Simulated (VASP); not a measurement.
Set up this calculation in VASP 6.6.1, as the native input.

| Property | Result |
| --- | --- |
| Task | single point |
| Functional | PBE |
| Potentials or basis | VASP PAW PBE potentials, release 64 (Mo_sv) |
| Cutoff | 520 eV |
| k mesh | 20 × 20 × 20 |
| Occupations | gaussian, width 0.05 eV |
| Spin | no spin polarisation |
| Dipole correction | no |
| Further INCAR settings | ALGO = Normal; EDIFF = 1e-06; NBANDS = 13 |

The structure of Mo lies in POSCAR:

```
Mo
1.0
   -1.5734150000      1.5734150000      1.5734150000
    1.5734150000     -1.5734150000      1.5734150000
    1.5734150000      1.5734150000     -1.5734150000
Mo
1
Direct
    0.0000000000      0.0000000000      0.0000000000
```

The input as run:

INCAR

```
SYSTEM = Mo
PREC = Accurate
ENCUT = 520
EDIFF = 1E-6
ISMEAR = 0
SIGMA = 0.05
LREAL = .False.
LASPH = .True.
NELM = 60
ALGO = Normal
ISIF = 2
LWAVE = .False.
LCHARG = .False.
GGA = PE
NBANDS = 13
```

KPOINTS

```
Automatic mesh
0
Gamma
  20 20 20
  0 0 0
```

Potentials or basis: VASP PAW PBE potentials, release 64 (Mo_sv).

Run with:

```console
$ cat potpaw_PBE.64/Mo_sv/POTCAR > POTCAR
$ mpirun -np 1 vasp_std > vasp.out
```

Results of the run:

| Property | Result |
| --- | --- |
| Pressure | 4.2 GPa |
| Band gap on the k mesh | zero (band 7 reaches 16.64 eV, above the bottom of band 8 at 11.27 eV) |

It took 40 s on 1 thread of AMD EPYC 7R43 64-Core Processor (Zen 3) (shared host), peak memory 0.12 GiB.
